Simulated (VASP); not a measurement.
Here is a VASP 6.6.1 calculation.

INCAR

```
  ALGO = Normal
  EDIFF = 1E-6
  ENCUT = 520
  GGA = PS
  ISIF = 2
  ISMEAR = 0
  LASPH = True
  LCHARG = True
  LELF = True
  LREAL = False
  LVHAR = True
  LWAVE = False
  NBANDS = 16
  NELM = 100
  PREC = Accurate
  SIGMA = 0.15
```

KPOINTS

```
k-points
0
Gamma
  16 16 16
```

File POSCAR:

```
ZrS
1.0
    0.0000000000      2.7562500000      2.6250000000
    2.6250000000      0.0000000000      2.6250000000
    2.6250000000      2.7562500000      0.0000000000
Zr S
1 1
Direct
    0.0000000000      0.0000000000      0.0000000000
    0.5000000000      0.5000000000      0.5000000000
```

Potentials or basis: VASP PAW PBE potentials, release 64 (Zr_sv, S).

Command:

```console
$ cat potpaw_PBE.64/Zr_sv/POTCAR potpaw_PBE.64/S/POTCAR > POTCAR
$ mpirun -np 1 vasp_std > vasp.out
```

Task: What does it give for the band gap on the k mesh?

Result: Zero (bands 9 and 10 overlap by 2.50 eV).

Task: What does it give for the pressure?

Result: -10.7 GPa.

Stress tensor (GPa, compression positive):
```
 -8.16   0.00   0.00
  0.00 -15.76   0.00
  0.00   0.00  -8.16
```

Caveat: the cell differs from its parent crystal (strain +0.0500 x Voigt [0, 1, 0, 0, 0, 0]); the stress differs along the axes, from -16 to -8 GPa; the PAW data sets were made with another functional, which shifts forces and pressure a little.
